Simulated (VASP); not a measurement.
## AgCl: electric field gradients with PBEsol

Crystal: AgCl.

```
CELL_PARAMETERS angstrom
3.43397 0.05151 0.05151
0.05151 3.43397 0.05151
0.05151 0.05151 3.43397
ATOMIC_POSITIONS crystal
Ag 0.00000 0.00000 0.00000
Cl 0.50000 0.50000 0.50000
```

This cell differs from its parent crystal: equal xy, yz and zx shear strains of +3 %.

```
Program                : VASP 6.6.1
Task                   : electric field gradients
Functional             : PBEsol
Potentials or basis    : VASP PAW PBE potentials, release 64 (Ag, Cl)
Cutoff                 : 520 eV
k mesh                 : 9 × 9 × 9
Occupations            : fermi-dirac, width 0.01 eV
Spin                   : no spin polarisation
Dipole correction      : no
Further INCAR settings : ALGO = Normal; EDIFF = 1e-08; NBANDS = 16
```

```
Pressure                                : -4.6 GPa
Band gap on the k mesh                  : 0.37 eV (least direct gap 1.83 eV)
Largest electric field gradient by atom : Ag +11.8; Cl -19.5 V/Å²
```

Stress tensor (GPa, compression positive):
```
-4.62  0.45  0.45
 0.45 -4.62  0.45
 0.45  0.45 -4.62
```

Levels at points of the mesh, in eV from the valence-band top:
```csv
k point,band 7,band 8,band 9,band 10,band 11,band 12
"(0.00, 0.00, 0.00)",-1.65,-1.65,-1.45,0.37,9.26,9.26
```

Electric field gradients, principal values (V/Å²):
| atom | least | middle | greatest (by size) |
| --- | --- | --- | --- |
| 1 Ag | -5.904 | -5.904 | 11.809 |
| 2 Cl | 9.744 | 9.744 | -19.487 |

Run time: 50 s on 1 thread of Intel(R) Xeon(R) Platinum 8175M CPU @ 2.50GHz (Skylake/Cascade Lake), with other jobs on the host, peak memory 0.19 GiB.

Caveat: the cell differs from its parent crystal (equal xy, yz and zx shear strains of +3 %); the cell stands under tension; without QUAD_EFG the Cq values of the log hold for a quadrupole moment of 1 mb, not for the nuclei; the PAW data sets were made with another functional, which shifts forces and pressure a little; an odd mesh through Γ misses points on the zone boundary, where band edges can lie.
